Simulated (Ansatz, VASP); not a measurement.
# Two plane-wave programs on SnO2

Contents of INCAR:

```
SYSTEM = SnO2
  PREC = Accurate
  ENCUT = 520
  EDIFF = 1E-6
  ISMEAR = 0
  SIGMA = 0.05
  LREAL = .False.
  LASPH = .True.
  NELM = 80
  ALGO = Normal
  ISIF = 2
  LWAVE = .False.
  LCHARG = .True.
  GGA = PE
  LELF = .True.
  LVHAR = .True.
  NBANDS = 35
```

The input KPOINTS:

```
regular mesh
0
Gamma
  10 10 10
  0 0 0
```

Contents of POSCAR:

```
SnO2
1.0
   -2.0262505044      2.0262505044      5.1806864801
    2.0262505044     -2.0262505044      5.1806864801
    2.0262505044      2.0262505044     -5.1806864801
Sn O
2 4
Direct
    0.7500000000      0.2500000000      0.5000000000
    0.0000000000      0.0000000000      0.0000000000
    0.8542218139      0.8542218139      0.0000000000
    0.9524019562      0.4524019562      0.5000000000
    0.2024019562      0.2024019562      0.0000000000
    0.5475980438      0.0475980438      0.5000000000
```

Input for Ansatz:

```yaml
crystal:
  lattice:
    - [-2.0262505044, 2.0262505044, 5.1806864801]
    - [2.0262505044, -2.0262505044, 5.1806864801]
    - [2.0262505044, 2.0262505044, -5.1806864801]
  atoms:
    - { symbol: Sn, position: [0.75, 0.25, 0.5] }
    - { symbol: Sn, position: [0.0, 0.0, 0.0] }
    - { symbol: O, position: [0.8542218139, 0.8542218139, 0.0] }
    - { symbol: O, position: [0.9524019562, 0.4524019562, 0.5] }
    - { symbol: O, position: [0.2024019562, 0.2024019562, 0.0] }
    - { symbol: O, position: [0.5475980438, 0.0475980438, 0.5] }
basis:
  ecutwfc: 420
kpoints:
  mp_grid: { grid: [10, 10, 10] }
hamiltonian:
  xc: pbe
  pseudopotentials: { kind: paw, azcp: { folder: soft_1 } }
scf:
  occupations: { method: gaussian, width: 0.05 }
output:
  forces: true
  stress: true
  eigenvalues: true
```

Alike in both runs: task single point; functional PBE; k mesh 10 × 10 × 10; occupations gaussian, width 0.05 eV; no spin polarisation.

```csv
,VASP,Ansatz
version,VASP 6.6.1,Ansatz 0.2.0
potentials or method,"VASP PAW PBE potentials, release 64 (Sn_d, O), cutoff 520 eV","scalar-relativistic, plane waves, PAW"
valence electrons in the cell,52,52
```

Ansatz gave:

```
gap on the k mesh at the Fermi level (eV) : 0.85
least direct gap on the mesh (eV)         : 1.19
rms of the force components (eV/Å)        : 10.349
```

Estimate VASP's values.

gap on the k mesh at the Fermi level (eV): 0.83; least direct gap on the mesh (eV): 1.17; rms of the force components (eV/Å): 9.665.

Atom by atom the forces differ by 0.691 eV/Å (rms over components). The functional is the same, so the differences come from potentials, cutoffs and numerics.
